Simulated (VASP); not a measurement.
# Cu (I4/mmm) in VASP: a series of runs

The runs below take Cu through single point, with PBEsol.

All numbers are computed with VASP 6.6.1; they aren't measurements. Logs are shortened: lines on timing, memory, paths and dates and some standing lists are left out, and cuts for length are marked.

### Step 1. The cell of the first run

Symmetry: I4/mmm, No. 139, tetragonal system. The conventional cell has a = 2.890 Å, b = 2.890 Å, c = 2.720 Å, α = 90.00°, β = 90.00°, γ = 90.00°. Within 3.2 Å of Cu (site symmetry 4/mmm) lie 14 Cu at 2.45 to 2.89 Å.

### Step 2. Single point, PBEsol

Input file INCAR:

```
SYSTEM = Cu
PREC = Accurate
ENCUT = 520
EDIFF = 1E-6
ISMEAR = 0
SIGMA = 0.15
LREAL = .FALSE.
LASPH = .TRUE.
NELM = 100
ALGO = Fast
ISIF = 2
LWAVE = .FALSE.
LCHARG = .TRUE.
GGA = PS
LELF = .TRUE.
LVHAR = .TRUE.
NBANDS = 18
```

Input file KPOINTS:

```
Automatic mesh
0
G
  14 14 8
  0 0 0
```

Input file POSCAR:

```
Cu
1.0
    1.4450917292     -1.4450917292     -1.3600072005
    1.4450917292      1.4450917292     -1.3600072005
    2.8901834585      0.0000000000      2.7200144010
Cu
2
Direct
    0.0000000000      0.0000000000      0.0000000000
    0.5000000000      0.5000000000      0.5000000000
```

Potentials or basis: VASP PAW PBE potentials, release 64 (Cu).

Run with:

```bash
cat potpaw_PBE.64/Cu/POTCAR > POTCAR
mpirun -np 1 vasp_std > vasp.out
```

OUTCAR:

```text
SYSTEM = Cu
   PREC = Accurate
   ENCUT = 520
   EDIFF = 1E-6
   ISMEAR = 0
   LREAL = .FALSE.
   LASPH = .TRUE.
   NELM = 100
   ISIF = 2
   GGA = PS

 ion  position               nearest neighbor table
   1  0.000  0.000  0.000-   2 2.45   2 2.45   2 2.45   2 2.45   2 2.72   2 2.72
   2  0.500  0.500  0.500-   1 2.45   1 2.45   1 2.45   1 2.45   1 2.72   1 2.72

  LATTYP: Found a base centered monoclinic cell.
 ALAT       =     3.9688334262
 B/A-ratio  =     0.7282198944
 C/A-ratio  =     1.0000000000
 COS(beta)  =    -0.0606084291

  Lattice vectors:

 A1 = (  -1.4450917292,   1.4450917292,   1.3600072005)
 A2 = (  -1.4450917292,  -1.4450917292,   1.3600072005)
 A3 = (   2.8901834585,   0.0000000000,   2.7200144010)

Analysis of symmetry for initial positions (statically):
=====================================================================
 Subroutine PRICEL returns following result:

  LATTYP: Found a body centered tetragonal cell.
 ALAT       =     2.8901834585
 C/A-ratio  =     0.9411217108

  Lattice vectors:

 A1 = (   1.4450917292,   1.4450917292,   1.3600072005)
 A2 = (  -1.4450917292,  -1.4450917292,   1.3600072005)
 A3 = (   1.4450917292,  -1.4450917292,  -1.3600072005)

   2 primitive cells build up your supercell.

 Routine SETGRP: Setting up the symmetry group for a
 base centered monoclinic supercell.

 Subroutine GETGRP returns: Found  4 space group operations
 (whereof  4 operations were pure point group operations)
 out of a pool of  4 trial point group operations.

The static configuration has the point symmetry C_2h.

Analysis of symmetry for dynamics (positions and initial velocities):
=====================================================================
 Subroutine PRICEL returns following result:

  LATTYP: Found a body centered tetragonal cell.
 ALAT       =     2.8901834585
 C/A-ratio  =     0.9411217108

  Lattice vectors:

 A1 = (   1.4450917292,   1.4450917292,   1.3600072005)
 A2 = (  -1.4450917292,  -1.4450917292,   1.3600072005)
 A3 = (   1.4450917292,  -1.4450917292,  -1.3600072005)

   2 primitive cells build up your supercell.

 Routine SETGRP: Setting up the symmetry group for a
 base centered monoclinic supercell.

 Subroutine GETGRP returns: Found  4 space group operations
 (whereof  4 operations were pure point group operations)
 out of a pool of  4 trial point group operations.

The dynamic configuration has the point symmetry C_2h.

 Subroutine INISYM returns: Found  4 space group operations
 (whereof  4 operations are pure point group operations),
 and found     2 'primitive' translations

----------------------------------------------------------------------------------------

                                     Primitive cell

  volume of cell :      11.3604

  direct lattice vectors                    reciprocal lattice vectors
     1.445091729  1.445091729  1.360007201     0.345998797  0.000000000  0.367645112
    -1.445091729 -1.445091729  1.360007201     0.000000000 -0.345998797  0.367645112
     1.445091729 -1.445091729 -1.360007201     0.345998797 -0.345998797 -0.000000000

  length of vectors
     2.454831928  2.454831928  2.454831928     0.504854530  0.504854530  0.489316191

  position of ions in fractional coordinates (direct lattice)
     0.000000000  0.000000000  0.000000000

  ion indices of the primitive-cell ions
   primitive index   ion index
                 1           1

----------------------------------------------------------------------------------------

 KPOINTS: Automatic mesh

Automatic generation of k-mesh.
 Grid dimensions read from file:
 generate k-points for:   14   14    8

 Generating k-lattice:

  Cartesian coordinates                     Fractional coordinates (reciprocal lattice)
     0.012357100 -0.024714200 -0.013130183     0.071428571  0.000000000  0.000000000
     0.012357100  0.024714200 -0.013130183     0.000000000  0.071428571  0.000000000
     0.021624925  0.000000000  0.022977820    -0.000000000 -0.000000000  0.125000000

  Length of vectors
     0.030592340  0.030592340  0.031553408

  Shift w.r.t. Gamma in fractional coordinates (k-lattice)
     0.000000000  0.000000000  0.000000000

 Subroutine IBZKPT returns following result:
 ===========================================

 Found    429 irreducible k-points:

 Following reciprocal coordinates:
            Coordinates               Weight
  0.000000  0.000000  0.000000      1.000000
  0.071429  0.000000  0.000000      4.000000
  0.142857  0.000000 -0.000000      4.000000
  0.214286 -0.000000  0.000000      4.000000
  0.285714  0.000000  0.000000      4.000000
  0.357143 -0.000000  0.000000      4.000000
[... 16 lines left out ...]
  0.214286  0.142857  0.000000      4.000000
  0.285714  0.142857  0.000000      4.000000
 [... further k-points ...]
   k-points           NKPTS =    429   k-points in BZ     NKDIM =    429   number of bands    NBANDS=     18
   number of dos      NEDOS =    301   number of ions     NIONS =      2
   total plane-waves  NPLWV =   9720
   dimension x,y,z NGX =    18 NGY =   18 NGZ =   30
   dimension x,y,z NGXF=    36 NGYF=   36 NGZF=   60
   ions per type =               2
   NGX,Y,Z   is equivalent  to a cutoff of  12.19, 12.19, 12.57 a.u.
   NGXF,Y,Z  is equivalent  to a cutoff of  24.38, 24.38, 25.13 a.u.
 SYSTEM =  Cu
   PREC   = accura    normal or accurate (medium, high low for compatibility)
   ISTART =      0    job   : 0-new  1-cont  2-samecut
   ICHARG =      2    charge: 1-file 2-atom 10-const
   ISPIN  =      1    spin polarized calculation?
   LNONCOLLINEAR =      F non collinear calculations
   LSORBIT =      F    spin-orbit coupling
   LASPH  =      T    aspherical Exc in radial PAW
   ENCUT  =  520.0 eV  38.22 Ry    6.18 a.u.   4.56  4.56  7.38*2*pi/ulx,y,z
   NELM   =    100;   NELMIN=  2; NELMDL= -5     # of ELM steps
   EDIFF  = 0.1E-05   stopping-criterion for ELM
   LREAL  =      F    real-space projection
   EDIFFG = 0.1E-04   stopping-criterion for IOM
   NSW    =      0    number of steps for IOM
   IBRION =     -1    ionic relax: 0-MD 1-quasi-New 2-CG
   NFREE  =      0    steps in history (QN), initial steepest desc. (CG)
   ISIF   =      2    stress and relaxation
   ISYM   =      2    0-nonsym 1-usesym 2-fastsym
   POTIM  = 0.5000    time-step for ionic-motion
   TEBEG  =    0.0;   TEEND  =   0.0 temperature during run
   PSTRESS=    0.0 pullay stress
   NELECT =      22.0000    total number of electrons
   NUPDOWN=      -1.0000    fix difference up-down
   EMIN   =  10.00;   EMAX   =-10.00  energy-range for DOS
   EFERMI =   0.00;   METHOD = LEGACY
   ISMEAR =     0;   SIGMA  =   0.15  broadening in eV -4-tet -1-fermi 0-gaus
   EFERMI_NEDOS =   21; number of points for ismear=-14 and -15
   IALGO  =     68    algorithm
   IMIX   =      4    mixing-type and parameters
     AMIX     =   0.40;   BMIX     =  1.00
     AMIX_MAG =   1.60;   BMIX_MAG =  1.00
  volume/ion in A,a.u.               =      11.36        76.66
  Fermi-wavevector in a.u.,A,eV,Ry     =   1.619602  3.060605 35.689600  2.623112
  Thomas-Fermi vector in A             =   2.713677
   LORBIT       =      0    0 simple, 1 ext, 2 COOP (PROOUT), +10 PAW based schemes
   GGA     = PS    functional components
   LHFCALC =     F    Hartree Fock is set to
   AEXX    =    0.0000 exact exchange contribution
   IVDW    =     0    specifies the selected vdW correction
   LEPSILON=     F    determine dielectric tensor
   LRPA    =     F    only Hartree local field effects (RPA)
 non-spin polarized calculation
 RMM-DIIS sequential band-by-band and
 Gauss-broadening in eV      SIGMA  =   0.15
  energy-cutoff  :      520.00
  volume of cell :       22.72
 maximum number of plane-waves:       630
   NGX =  9   NGY =  9   NGZ = 15

 number of electron      22.0000011 magnetization

 Free energy of the ion-electron system (eV)
  ---------------------------------------------------
  ext. energy  EPLUGINS =         0.00000000
  ---------------------------------------------------
  free energy    TOTEN  =        -8.53851259 eV

  energy without entropy =       -8.52887834  energy(sigma->0) =       -8.53369546

 E-fermi :   7.9023     XC(G=0): -13.1375

 val. band max:        7.9014856185   @ k =   0.5000   0.1429   0.3750
 cond. band min:       7.9029364529   @ k =   0.5000   0.2857   0.0000
 fundamental gap:      0.0014508344
 Fermi energy:         7.9022974839

 k-point     1 :       0.0000    0.0000    0.0000
  band No.  band energies     occupation
      1      -1.7939      2.00000
      2       2.6389      2.00000
      3       3.8028      2.00000
      4       4.4973      2.00000
      5       4.7550      2.00000
      6       4.7552      2.00000
[... 10 lines left out ...]
     17      32.3580      0.00000
     18      32.6502      0.00000

 k-point     2 :       0.0714    0.0000    0.0000
  band No.  band energies     occupation
      1      -1.6451      2.00000
      2       2.7221      2.00000
      3       3.8206      2.00000
      4       4.5024      2.00000
      5       4.7385      2.00000
      6       4.7981      2.00000
[... 10 lines left out ...]
     17      31.1661      0.00000
     18      32.3758      0.00000

 k-point     3 :       0.1429    0.0000   -0.0000
  band No.  band energies     occupation
      1      -1.2050      2.00000
      2       2.9532      2.00000
      3       3.8637      2.00000
      4       4.4841      2.00000
      5       4.6885      2.00000
      6       4.9513      2.00000
[... 10 lines left out ...]
     17      30.4328      0.00000
     18      31.4107      0.00000

 k-point     4 :       0.2143   -0.0000    0.0000
  band No.  band energies     occupation
      1      -0.4951      2.00000
      2       3.2732      2.00000
      3       3.9101      2.00000
      4       4.4153      2.00000
      5       4.6024      2.00000
      6       4.6959      2.00000
[... 375 lines left out ...]
      4       4.4466      2.00000
      5       4.6968      2.00000
      6       4.7113      2.00000
[... 10 lines left out ...]
     17      30.6810      0.00000
     18      31.0258      0.00000

 k-point    23 :       0.2143    0.1429    0.0000
  band No.  band energies     occupation
      1      -0.4483      2.00000
      2       3.2574      2.00000
      3       4.3097      2.00000
      4       4.3637      2.00000
      5       4.3750      2.00000
      6       4.6144      2.00000
[... 10 lines left out ...]
     17      28.0755      0.00000
     18      29.9342      0.00000

 k-point    24 :       0.2857    0.1429    0.0000
  band No.  band energies     occupation
      1       0.3271      2.00000
      2       3.5279      2.00000
      3       4.0842      2.00000
      4       4.2427      2.00000
      5       4.3216      2.00000
      6       4.4489      2.00000
[... 10 lines left out ...]
     17      26.6921      0.00000
     18      27.0627      0.00000

 [... further k-points ...]

------------------------ aborting loop because EDIFF is reached ----------------------------------------

  FORCE on cell =-STRESS in cart. coord.  units (eV):
  Direction    XX          YY          ZZ          XY          YZ          ZX
  --------------------------------------------------------------------------------------
  -------------------------------------------------------------------------------------
  Total        0.1487043      0.1596001      0.1642167      0.0000000      0.0000000      0.0059076
  in kB       10.4860553     11.2543814     11.5799253      0.0000000      0.0000000      0.4165801
  external PRESSURE =      11.1067873 kB  Pullay stress =       0.0000000 kB

 VOLUME and BASIS-vectors are now :
 -----------------------------------------------------------------------------
  energy-cutoff  :      520.00
  volume of cell :       22.72
      direct lattice vectors                 reciprocal lattice vectors
     1.445091729 -1.445091729 -1.360007200     0.172999399 -0.345998797 -0.183822556
     1.445091729  1.445091729 -1.360007200     0.172999399  0.345998797 -0.183822556
     2.890183459  0.000000000  2.720014401     0.172999399  0.000000000  0.183822556

 POSITION                                       TOTAL-FORCE (eV/Angst)
 -----------------------------------------------------------------------------------
      0.00000      0.00000      0.00000         0.000000      0.000000     -0.000000
      2.89018      0.00000      0.00000        -0.000000     -0.000000      0.000000
 -----------------------------------------------------------------------------------
    total drift:                               -0.000000     -0.000000     -0.000000

  FREE ENERGIE OF THE ION-ELECTRON SYSTEM (eV)
  ---------------------------------------------------
  free  energy   TOTEN  =        -8.5385125864 eV

  energy  without entropy=       -8.5288783423  energy(sigma->0) =       -8.53369546
```

Run time: 77 s. Hardware: 1 thread of Intel Xeon 6975P-C (Granite Rapids), shared host; peak memory 0.24 GiB.

What came out:

| Quantity | Value |
| --- | --- |
| Free energy | -8.5385 eV |
| Pressure | 1.1 GPa |
| Band gap on the k mesh | zero (bands 11 and 12 overlap by 6.27 eV) |

Stress tensor (GPa, compression positive):
```
1.05 0.00 0.04
0.00 1.13 0.00
0.04 0.00 1.16
```

Levels at points of the mesh, in eV from the Fermi level:
```
           k point  band 8  band 9  band 10  band 11  band 12  band 13  band 14  band 15
(0.00, 0.00, 0.00)   -2.20   -2.04    -1.93    -1.39    -0.56     4.77    17.28    17.40
(0.50, 0.00, 0.00)   -2.27   -2.05    -2.05     0.25     0.25     8.69     8.69    10.00
(0.50, 0.50, 0.00)   -1.59   -1.53    -1.39    -0.56     4.77     7.55     7.55     9.94
(0.00, 0.00, 0.50)   -2.40   -2.26    -2.26    -2.14    -2.14    14.31    14.31    20.15
(0.50, 0.00, 0.50)   -1.93   -1.42    -1.39    -1.04    -0.56     4.10     4.77    17.28
(0.50, 0.50, 0.50)   -2.50   -1.47    -1.47     3.46     3.46     5.84     5.84    11.16
```

Caveat: the PAW data sets were made with another functional, which shifts forces and pressure a little.

### Step 3. Single point, PBEsol

This run uses another cell than the first one, of the same volume but with other edges.

Input file INCAR:

```
PREC = Accurate ; ENCUT = 520
EDIFF = 1E-6 ; ISMEAR = 0
SIGMA = 0.15 ; LREAL = F
LASPH = T ; NELM = 60
ALGO = Normal ; ISIF = 2
LWAVE = F ; LCHARG = T
GGA = PS ; LELF = T
LVHAR = T ; NBANDS = 18
```

Input file KPOINTS:

```
Automatic mesh
0
Gamma
  14 14 8
```

Input file POSCAR:

```
Cu
1.0
   -1.4450917292      1.4450917292      1.3600072005
    1.4450917292     -1.4450917292      1.3600072005
    2.8901834585      2.8901834585      0.0000000000
Cu
2
Direct
    0.0000000000      0.0000000000      0.0000000000
    0.5000000000      0.5000000000      0.5000000000
```

Potentials or basis: VASP PAW PBE potentials, release 64 (Cu).

Run with:

```bash
cat potpaw_PBE.64/Cu/POTCAR > POTCAR
mpirun -np 1 vasp_std > vasp.out
```

Wall time 39 s (1 thread of Intel Xeon 6975P-C (Granite Rapids), shared host); peak memory 0.2 GiB.

The run converged. Its results:

- Free energy: -8.5410 eV
- Pressure: 0.6 GPa
- Band gap on the k mesh: zero (bands 11 and 12 overlap by 6.83 eV)

Stress tensor (GPa, compression positive):
```
0.85 0.20 0.00
0.20 0.85 0.00
0.00 0.00 0.23
```

Levels at points of the mesh, in eV from the Fermi level:
| k point | band 8 | band 9 | band 10 | band 11 | band 12 | band 13 | band 14 | band 15 |
| --- | --- | --- | --- | --- | --- | --- | --- | --- |
| (0.00, 0.00, 0.00) | -2.31 | -2.10 | -2.03 | -1.41 | -1.03 | 4.11 | 18.90 | 19.26 |
| (0.50, 0.00, 0.00) | -2.29 | -1.81 | -1.81 | 0.47 | 0.47 | 9.04 | 9.04 | 9.41 |
| (0.50, 0.50, 0.00) | -1.58 | -1.51 | -1.41 | -1.03 | 4.11 | 7.56 | 7.56 | 9.95 |
| (0.00, 0.00, 0.50) | -2.50 | -2.33 | -2.33 | -2.08 | -2.08 | 13.05 | 13.05 | 21.53 |
| (0.50, 0.00, 0.50) | -1.92 | -1.38 | -1.38 | -0.55 | -0.55 | 4.79 | 4.79 | 17.29 |
| (0.50, 0.50, 0.50) | -2.55 | -1.50 | -1.50 | 2.94 | 2.94 | 4.88 | 4.88 | 13.24 |

Caveat: the PAW data sets were made with another functional, which shifts forces and pressure a little.

### Step 4. Single point, PBEsol

This run uses another cell than the first one: it holds 4 atoms, not 2.

Input file INCAR:

```
SYSTEM = Cu
  PREC = Accurate
  ENCUT = 520
  EDIFF = 1E-6
  ISMEAR = 0
  SIGMA = 0.15
  LREAL = .False.
  LASPH = .True.
  NELM = 100
  ALGO = Fast
  ISIF = 2
  LWAVE = .False.
  LCHARG = .False.
  GGA = PS
  NBANDS = 30
```

Input file KPOINTS:

```
Automatic mesh
0
Gamma
  12 12 12
  0 0 0
```

Input file POSCAR:

```
Cu
1.0
    0.0000000000      2.8901834585     -2.7200144010
   -2.8901834585      0.0000000000      2.7200144010
    2.8901834585      0.0000000000      2.7200144010
Cu
4
Direct
    0.0000000000      0.0000000000      0.0000000000
    0.5000000000      0.7500000000      0.2500000000
    0.0000000000      0.5000000000      0.5000000000
    0.5000000000      0.2500000000      0.7500000000
```

Run with:

```bash
cat potpaw_PBE.64/Cu/POTCAR > POTCAR
mpirun -np 1 vasp_std > vasp.out
```

It took 2 min on 1 thread of Intel Xeon 6975P-C (Granite Rapids), shared host; peak memory 0.27 GiB.

It converged, with:

| Property | Result |
| --- | --- |
| Free energy | -17.0911 eV |
| Pressure | 2.2 GPa |
| Band gap on the k mesh | zero (bands 22 and 23 overlap by 7.73 eV) |

Stress tensor (GPa, compression positive):
```
2.11 0.00 0.00
0.00 2.11 0.00
0.00 0.00 2.28
```

Levels at points of the mesh, in eV from the Fermi level:
```csv
k point,band 18,band 19,band 20,band 21,band 22,band 23,band 24,band 25,band 26,band 27
"(0.00, 0.00, 0.00)",-1.94,-1.57,-1.57,-1.50,6.36,6.36,6.79,6.79,6.79,6.79
"(0.50, 0.00, 0.00)",-1.91,-1.48,-1.48,-1.37,-1.37,-0.54,-0.54,4.80,4.80,14.00
"(0.00, 0.50, 0.00)",-2.05,-1.89,-1.89,-1.56,-1.56,4.84,4.84,5.21,5.21,7.12
"(0.50, 0.50, 0.50)",-2.10,-1.40,-1.40,-1.02,-1.02,-0.98,-0.98,4.12,4.12,14.67
```

Caveat: the PAW data sets were made with another functional, which shifts forces and pressure a little.

### Step 5. Single point, PBEsol (equal strain along all axes, cell held: -3.0 %)

Input file INCAR:

```
ALGO = Fast ; EDIFF = 1E-6
ENCUT = 520 ; GGA = PS
ISIF = 2 ; ISMEAR = 0
LASPH = True ; LCHARG = False
LREAL = False ; LWAVE = False
NBANDS = 18 ; NELM = 100
PREC = Accurate ; SIGMA = 0.1
```

Input file KPOINTS:

```
k-points
0
Gamma
  18 18 20
```

Input file POSCAR:

```
Cu
1.0
    2.8034779461      0.0000000000      0.0000000000
    0.0000000000      2.8034779461      0.0000000000
    0.0000000000      0.0000000000      2.6384139805
Cu
2
Direct
    0.0000000000      0.0000000000      0.0000000000
    0.5000000000      0.5000000000      0.5000000000
```

Run with:

```bash
cat potpaw_PBE.64/Cu/POTCAR > POTCAR
mpirun -np 1 vasp_std > vasp.out
```

Wall time 2.6 min (1 thread of Intel Xeon Platinum 8488C (Sapphire Rapids), shared host); peak memory 0.29 GiB.

Results (log left out):

* Free energy: -8.4251 eV
* Pressure: 20.2 GPa
* Band gap on the k mesh: zero (bands 11 and 12 overlap by 8.29 eV)

Stress tensor (GPa, compression positive):
```
20.03  0.00  0.00
 0.00 20.03  0.00
 0.00  0.00 20.47
```

Levels at points of the mesh, in eV from the Fermi level:
```tsv
k point	band 8	band 9	band 10	band 11	band 12	band 13	band 14	band 15
(0.00, 0.00, 0.00)	-2.19	-1.66	-1.66	-1.59	7.93	7.93	10.48	13.97
(0.50, 0.00, 0.00)	-3.03	-2.56	-2.56	-1.56	-1.56	14.88	14.88	16.93
(0.50, 0.50, 0.00)	-2.27	-1.46	-1.46	-1.31	-1.31	4.62	4.62	19.67
(0.00, 0.00, 0.50)	-3.32	-2.66	-2.66	-1.01	-1.01	15.60	15.60	15.60
(0.50, 0.00, 0.50)	-2.05	-1.43	-1.43	-0.80	-0.80	5.33	5.33	18.03
(0.50, 0.50, 0.50)	-2.22	-2.09	-2.09	6.73	6.73	7.17	7.17	7.17
```

Caveat: the cell differs from its parent crystal (equal strain along all axes, cell held: -3.0 %); the cell stands under pressure; the PAW data sets were made with another functional, which shifts forces and pressure a little.

### Step 6. Overview

```csv
cell,k mesh,smearing,gap on the mesh (eV),pressure (GPa)
"a = 2.455, b = 2.455, c = 3.969 Å, angles 87.2, 87.2, 72.1°, 2 atoms, atomic positions A",14 × 14 × 8,gaussian 0.15 eV,none,1.1
"a = 2.455, b = 2.455, c = 4.087 Å, angles 90.0, 90.0, 112.7°, 2 atoms, atomic positions A",14 × 14 × 8,gaussian 0.15 eV,none,0.6
"a = 3.969 Å, angles 93.5, 118.0, 118.0°, 4 atoms, atomic positions B",12 × 12 × 12,gaussian 0.15 eV,none,2.2
"a = 2.803, b = 2.803, c = 2.638 Å, 2 atoms, atomic positions A",18 × 18 × 20,gaussian 0.1 eV,none,20.2
```

Alike in all rows: task single point; level PBEsol; potentials or basis VASP PAW PBE potentials, release 64 (Cu); no spin polarisation; cutoff (eV) 520.

Caveats: the PAW data sets were made with another functional, which shifts forces and pressure a little; the cell stands under pressure (at least some runs).

Absolute energies hang on the potentials; compare differences alone.
